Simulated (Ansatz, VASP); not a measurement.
**Two plane-wave programs on Zn**

The input INCAR:

```
SYSTEM = Zn
ALGO = Normal
EDIFF = 1E-6
ENCUT = 520
GGA = CA
ISIF = 2
ISMEAR = -1
LASPH = .TRUE.
LCHARG = .FALSE.
LREAL = .FALSE.
LWAVE = .FALSE.
NBANDS = 19
NELM = 100
PREC = Accurate
SIGMA = 0.1
```

Contents of KPOINTS:

```
k-points
0
G
  11 11 11
  0 0 0
```

File POSCAR:

```
Zn
1.0
    0.0000000000      2.8814239818      2.8814239818
    2.8814239818      0.0000000000      2.8814239818
    2.8814239818      2.8814239818      0.0000000000
Zn
2
Direct
    0.1250000000      0.1250000000      0.1250000000
    0.8750000000      0.8750000000      0.8750000000
```

Input for Ansatz:

```yaml
crystal:
  lattice:
    - [0.0, 2.8814239818, 2.8814239818]
    - [2.8814239818, 0.0, 2.8814239818]
    - [2.8814239818, 2.8814239818, 0.0]
  atoms:
    - { symbol: Zn, position: [0.125, 0.125, 0.125] }
    - { symbol: Zn, position: [0.875, 0.875, 0.875] }
hamiltonian:
  xc: lda
  pseudopotentials:
    kind: paw
    azcp:
      Zn: "pseudopotentials/Zn.paw.azcp"
basis:
  ecutwfc: 420
  fft_grid_basis: typed
kpoints:
  mp_grid: { grid: [11, 11, 11], shift: [0, 0, 0] }
magnetization:
  spin_polarized: false
scf:
  occupations: { method: fermi_dirac, width: 0.1 }
  lower_state_search: "off"
output:
  stress: true
  write_density: true
  write_potential: true
  elf: true
  volumetric_format: npy
```

Alike in both runs: task single point; functional LDA; k mesh 11 × 11 × 11; occupations fermi-dirac, width 0.1 eV; no spin polarisation.

|  | VASP | Ansatz |
| --- | --- | --- |
| version | VASP 6.6.1 | Ansatz 0.2.0 |
| potentials or method | VASP PAW LDA potentials, release 64 (Zn), cutoff 520 eV | plane waves (420 eV) with PAW, scalar-relativistic |
| valence electrons in the cell | 24 | 24 |

```csv
,VASP,Ansatz,Ansatz less VASP
pressure (GPa),-3.3,-3.5,-0.24
```

Ansatz warns that its potentials were made for another functional, while VASP's fit it. LDA's correlation is that of Perdew and Zunger in VASP and of Perdew and Wang (1992) in Ansatz.
